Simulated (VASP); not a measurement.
# Ta (P6/mmm) in VASP: a series of runs

Ta is run at these levels: LDA; tasks: single point.

Everything below comes from runs of VASP 6.6.1. Logs are shortened: lines on timing, memory, paths and dates and some standing lists are left out, and cuts for length are marked.

## (1) The cell of the first run

The structure is hexagonal, space group P6/mmm (No. 191). Conventional cell: a = 4.766 Å, b = 4.766 Å, c = 2.674 Å, α = 90.00°, β = 90.00°, γ = 120.00°. Within 3.5 Å of Ta (site symmetry 6/mmm) lie 14 Ta at 2.67 to 3.06 Å. Ta (site symmetry -6m2) has 11 Ta at 2.67 to 3.06 Å within 3.5 Å.

This isn't the form of Ta at room conditions, which is bcc.

## (2) Single point, LDA

INCAR

```
PREC     = Accurate       # precision mode
ENCUT    = 520            # plane-wave cutoff, eV
EDIFF    = 1E-6           # SCF threshold, eV
ISMEAR   = -1             # smearing method
SIGMA    = 0.1            # smearing width, eV
LREAL    = F              # projectors in reciprocal space
LASPH    = T              # aspherical terms in the spheres
NELM     = 100            # most SCF steps
ALGO     = Normal         # electronic algorithm
ISIF     = 2              # what is computed and relaxed
LWAVE    = F              # write WAVECAR
LCHARG   = F              # write CHGCAR
NBANDS   = 24             # bands
```

KPOINTS

```
Automatic mesh
0
Gamma
  8 8 11
```

POSCAR

```
Ta
1.0
    4.7659966434      0.0000000000      0.0000000000
   -2.3829983217      4.1274741675      0.0000000000
    0.0000000000      0.0000000000      2.6738602232
Ta
3
Direct
    1.0000000000      1.0000000000      0.0000000000
    0.3333333333      0.6666666667      0.5000000000
    0.6666666667      0.3333333333      0.5000000000
```

Potentials or basis: VASP PAW LDA potentials, release 64 (Ta_pv).

Run with:

```bash
> cat potpaw_LDA.64/Ta_pv/POTCAR > POTCAR
> mpirun -np 1 vasp_std > vasp.out
```

OUTCAR:

```text
PREC = Accurate
   ENCUT = 520
   EDIFF = 1E-6
   ISMEAR = -1
   LREAL = F
   LASPH = T
   NELM = 100
   ISIF = 2

 ion  position               nearest neighbor table
   1  0.000  0.000  0.000-   2 3.06   3 3.06   2 3.06   3 3.06   2 3.06   2 3.06   3 3.06   3 3.06
                             3 3.06   3 3.06   2 3.06   2 3.06
   2  0.333  0.667  0.500-   3 2.75   3 2.75   3 2.75   1 3.06   1 3.06   1 3.06   1 3.06   1 3.06
                             1 3.06
   3  0.667  0.333  0.500-   2 2.75   2 2.75   2 2.75   1 3.06   1 3.06   1 3.06   1 3.06   1 3.06
                             1 3.06

  LATTYP: Found a hexagonal cell.
 ALAT       =     4.7659966434
 C/A-ratio  =     0.5610285578

  Lattice vectors:

 A1 = (   4.7659966434,   0.0000000000,   0.0000000000)
 A2 = (  -2.3829983217,   4.1274741675,   0.0000000000)
 A3 = (   0.0000000000,   0.0000000000,   2.6738602232)

Analysis of symmetry for initial positions (statically):
=====================================================================
 Subroutine PRICEL returns:
 Original cell was already a primitive cell.

 Routine SETGRP: Setting up the symmetry group for a
 hexagonal supercell.

 Subroutine GETGRP returns: Found 24 space group operations
 (whereof 24 operations were pure point group operations)
 out of a pool of 24 trial point group operations.

The static configuration has the point symmetry D_6h.

Analysis of symmetry for dynamics (positions and initial velocities):
=====================================================================
 Subroutine PRICEL returns:
 Original cell was already a primitive cell.

 Routine SETGRP: Setting up the symmetry group for a
 hexagonal supercell.

 Subroutine GETGRP returns: Found 24 space group operations
 (whereof 24 operations were pure point group operations)
 out of a pool of 24 trial point group operations.

The dynamic configuration has the point symmetry D_6h.

 Subroutine INISYM returns: Found 24 space group operations
 (whereof 24 operations are pure point group operations),
 and found     1 'primitive' translations

----------------------------------------------------------------------------------------

                                     Primitive cell

  volume of cell :      52.5989

  direct lattice vectors                    reciprocal lattice vectors
     4.765996643  0.000000000  0.000000000     0.209819703  0.121139462  0.000000000
    -2.382998322  4.127474167  0.000000000     0.000000000  0.242278924  0.000000000
     0.000000000  0.000000000  2.673860223     0.000000000  0.000000000  0.373991128

  length of vectors
     4.765996643  4.765996643  2.673860223     0.242278924  0.242278924  0.373991128

  position of ions in fractional coordinates (direct lattice)
     0.000000000  0.000000000  0.000000000
     0.333333333  0.666666667  0.500000000
     0.666666667  0.333333333  0.500000000

  ion indices of the primitive-cell ions
   primitive index   ion index
                 1           1
                 2           2
                 3           3

----------------------------------------------------------------------------------------

 KPOINTS: Automatic mesh

Automatic generation of k-mesh.
 Grid dimensions read from file:
 generate k-points for:    8    8   11

 Generating k-lattice:

  Cartesian coordinates                     Fractional coordinates (reciprocal lattice)
     0.026227463  0.015142433  0.000000000     0.125000000  0.000000000  0.000000000
     0.000000000  0.030284865  0.000000000     0.000000000  0.125000000  0.000000000
     0.000000000  0.000000000  0.033999193     0.000000000  0.000000000  0.090909091

  Length of vectors
     0.030284865  0.030284865  0.033999193

  Shift w.r.t. Gamma in fractional coordinates (k-lattice)
     0.000000000  0.000000000  0.000000000

 Subroutine IBZKPT returns following result:
 ===========================================

 Found     60 irreducible k-points:

 Following reciprocal coordinates:
            Coordinates               Weight
  0.000000  0.000000  0.000000      1.000000
  0.125000 -0.000000  0.000000      6.000000
  0.250000 -0.000000  0.000000      6.000000
  0.375000 -0.000000  0.000000      6.000000
  0.500000 -0.000000  0.000000      3.000000
  0.125000  0.125000  0.000000      6.000000
[... 16 lines left out ...]
  0.250000 -0.000000  0.181818     12.000000
  0.375000 -0.000000  0.181818     12.000000
 [... further k-points ...]
   k-points           NKPTS =     60   k-points in BZ     NKDIM =     60   number of bands    NBANDS=     24
   number of dos      NEDOS =    301   number of ions     NIONS =      3
   total plane-waves  NPLWV =  25920
   dimension x,y,z NGX =    36 NGY =   36 NGZ =   20
   dimension x,y,z NGXF=    72 NGYF=   72 NGZF=   40
   ions per type =               3
   NGX,Y,Z   is equivalent  to a cutoff of  12.56, 12.56, 12.43 a.u.
   NGXF,Y,Z  is equivalent  to a cutoff of  25.11, 25.11, 24.87 a.u.
 SYSTEM =  unknown system
   PREC   = accura    normal or accurate (medium, high low for compatibility)
   ISTART =      0    job   : 0-new  1-cont  2-samecut
   ICHARG =      2    charge: 1-file 2-atom 10-const
   ISPIN  =      1    spin polarized calculation?
   LNONCOLLINEAR =      F non collinear calculations
   LSORBIT =      F    spin-orbit coupling
   LASPH  =      T    aspherical Exc in radial PAW
   ENCUT  =  520.0 eV  38.22 Ry    6.18 a.u.   8.86  8.86  4.97*2*pi/ulx,y,z
   NELM   =    100;   NELMIN=  2; NELMDL= -5     # of ELM steps
   EDIFF  = 0.1E-05   stopping-criterion for ELM
   LREAL  =      F    real-space projection
   EDIFFG = 0.1E-04   stopping-criterion for IOM
   NSW    =      0    number of steps for IOM
   IBRION =     -1    ionic relax: 0-MD 1-quasi-New 2-CG
   NFREE  =      0    steps in history (QN), initial steepest desc. (CG)
   ISIF   =      2    stress and relaxation
   ISYM   =      2    0-nonsym 1-usesym 2-fastsym
   POTIM  = 0.5000    time-step for ionic-motion
   TEBEG  =    0.0;   TEEND  =   0.0 temperature during run
   PSTRESS=    0.0 pullay stress
   NELECT =      33.0000    total number of electrons
   NUPDOWN=      -1.0000    fix difference up-down
   EMIN   =  10.00;   EMAX   =-10.00  energy-range for DOS
   EFERMI =   0.00;   METHOD = LEGACY
   ISMEAR =    -1;   SIGMA  =   0.10  broadening in eV -4-tet -1-fermi 0-gaus
   EFERMI_NEDOS =   21; number of points for ismear=-14 and -15
   IALGO  =     38    algorithm
   IMIX   =      4    mixing-type and parameters
     AMIX     =   0.40;   BMIX     =  1.00
     AMIX_MAG =   1.60;   BMIX_MAG =  1.00
  volume/ion in A,a.u.               =      17.53       118.32
  Fermi-wavevector in a.u.,A,eV,Ry     =   1.401481  2.648415 26.723869  1.964149
  Thomas-Fermi vector in A             =   2.524338
   LORBIT       =      0    0 simple, 1 ext, 2 COOP (PROOUT), +10 PAW based schemes
   GGA     = CA    functional components
   LHFCALC =     F    Hartree Fock is set to
   AEXX    =    0.0000 exact exchange contribution
   IVDW    =     0    specifies the selected vdW correction
   LEPSILON=     F    determine dielectric tensor
   LRPA    =     F    only Hartree local field effects (RPA)
 non-spin polarized calculation
  energy-cutoff  :      520.00
  volume of cell :       52.60
 maximum number of plane-waves:      1438
 NGX is ok and might be reduce to    36
   NGX = 17   NGY = 17   NGZ =  9

 number of electron      32.9999997 magnetization

 Free energy of the ion-electron system (eV)
  ---------------------------------------------------
  ext. energy  EPLUGINS =         0.00000000
  ---------------------------------------------------
  free energy    TOTEN  =       -37.81364342 eV

  energy without entropy =      -37.71754296  energy(sigma->0) =      -37.76559319

 E-fermi :   5.9265     XC(G=0): -12.9198

 val. band max:        5.8923512132   @ k =   0.2500   0.1250   0.1818
 cond. band min:       5.9311511522   @ k =   0.1250  -0.0000   0.1818
 fundamental gap:      0.0387999390
 Fermi energy:         5.9265219977

 k-point     1 :       0.0000    0.0000    0.0000
  band No.  band energies     occupation
      1     -28.2479      2.00000
      2     -28.2479      2.00000
      3     -27.9796      2.00000
      4     -27.9796      2.00000
      5     -27.2574      2.00000
      6     -27.2574      2.00000
[... 16 lines left out ...]
     23       9.3735      0.00000
     24      12.8289      0.00000

 k-point     2 :       0.1250   -0.0000    0.0000
  band No.  band energies     occupation
      1     -28.3102      2.00000
      2     -28.2779      2.00000
      3     -27.9035      2.00000
      4     -27.8888      2.00000
      5     -27.3222      2.00000
      6     -27.2693      2.00000
[... 16 lines left out ...]
     23      10.0229      0.00000
     24      12.4031      0.00000

 k-point     3 :       0.2500   -0.0000    0.0000
  band No.  band energies     occupation
      1     -28.4062      2.00000
      2     -28.2755      2.00000
      3     -27.7677      2.00000
      4     -27.7279      2.00000
      5     -27.4943      2.00000
      6     -27.3043      2.00000
[... 16 lines left out ...]
     23      10.8221      0.00000
     24      11.4502      0.00000

 k-point     4 :       0.3750   -0.0000    0.0000
  band No.  band energies     occupation
      1     -28.4746      2.00000
      2     -28.1859      2.00000
      3     -27.7406      2.00000
      4     -27.6404      2.00000
      5     -27.5792      2.00000
      6     -27.3583      2.00000
[... 16 lines left out ...]
     23      11.2455      0.00000
     24      11.5068      0.00000

 k-point     5 :       0.5000   -0.0000    0.0000
  band No.  band energies     occupation
      1     -28.4989      2.00000
      2     -28.0673      2.00000
      3     -27.9086      2.00000
      4     -27.5754      2.00000
      5     -27.5327      2.00000
      6     -27.3971      2.00000
[... 451 lines left out ...]
 k-point    22 :       0.1250   -0.0000    0.1818
  band No.  band energies     occupation
      1     -28.2381      2.00000
      2     -28.2078      2.00000
      3     -27.8285      2.00000
      4     -27.8271      2.00000
      5     -27.5948      2.00000
      6     -27.4304      2.00000
[... 16 lines left out ...]
     23       9.7031      0.00000
     24      11.3040      0.00000

 k-point    23 :       0.2500   -0.0000    0.1818
  band No.  band energies     occupation
      1     -28.3182      2.00000
      2     -28.2026      2.00000
      3     -27.7283      2.00000
      4     -27.7182      2.00000
      5     -27.5470      2.00000
      6     -27.5297      2.00000
[... 16 lines left out ...]
     23      10.2199      0.00000
     24      10.4483      0.00000

 k-point    24 :       0.3750   -0.0000    0.1818
  band No.  band energies     occupation
      1     -28.3779      2.00000
      2     -28.1321      2.00000
      3     -27.7667      2.00000
      4     -27.6168      2.00000
      5     -27.5889      2.00000
      6     -27.4719      2.00000
[... 16 lines left out ...]
     23      10.3773      0.00000
     24      10.5109      0.00000

 [... further k-points ...]

------------------------ aborting loop because EDIFF is reached ----------------------------------------

  FORCE on cell =-STRESS in cart. coord.  units (eV):
  Direction    XX          YY          ZZ          XY          YZ          ZX
  --------------------------------------------------------------------------------------
  -------------------------------------------------------------------------------------
  Total        0.2538506      0.2538506      0.2736231      0.0000000      0.0000000      0.0000000
  in kB        7.7323583      7.7323583      8.3346331      0.0000000      0.0000000      0.0000000
  external PRESSURE =       7.9331166 kB  Pullay stress =       0.0000000 kB

 VOLUME and BASIS-vectors are now :
 -----------------------------------------------------------------------------
  energy-cutoff  :      520.00
  volume of cell :       52.60
      direct lattice vectors                 reciprocal lattice vectors
     4.765996643  0.000000000  0.000000000     0.209819703  0.121139462  0.000000000
    -2.382998322  4.127474167  0.000000000     0.000000000  0.242278924  0.000000000
     0.000000000  0.000000000  2.673860223     0.000000000  0.000000000  0.373991128

 POSITION                                       TOTAL-FORCE (eV/Angst)
 -----------------------------------------------------------------------------------
      0.00000      0.00000      0.00000         0.000000     -0.000000      0.000000
     -0.00000      2.75165      1.33693        -0.000000     -0.000000     -0.000000
      2.38300      1.37582      1.33693         0.000000      0.000000      0.000000
 -----------------------------------------------------------------------------------
    total drift:                                0.000000      0.000000     -0.000000

  FREE ENERGIE OF THE ION-ELECTRON SYSTEM (eV)
  ---------------------------------------------------
  free  energy   TOTEN  =       -37.8136434236 eV

  energy  without entropy=      -37.7175429621  energy(sigma->0) =      -37.76559319
```

Run time: 1.8 min. Hardware: 1 thread of AMD EPYC 7R13, shared host; peak memory 0.15 GiB.

What came out:

```
Free energy            : -37.8136 eV
Pressure               : 0.8 GPa
Band gap on the k mesh : zero (an odd number of electrons rules out a gap without spin polarisation)
```

Caveat: spin-orbit coupling is left out, which moves the levels of the heavy elements.

(Part 1 of 2 ends here.)

The gap in the log of VASP goes by the Fermi energy; the results here count the filled bands.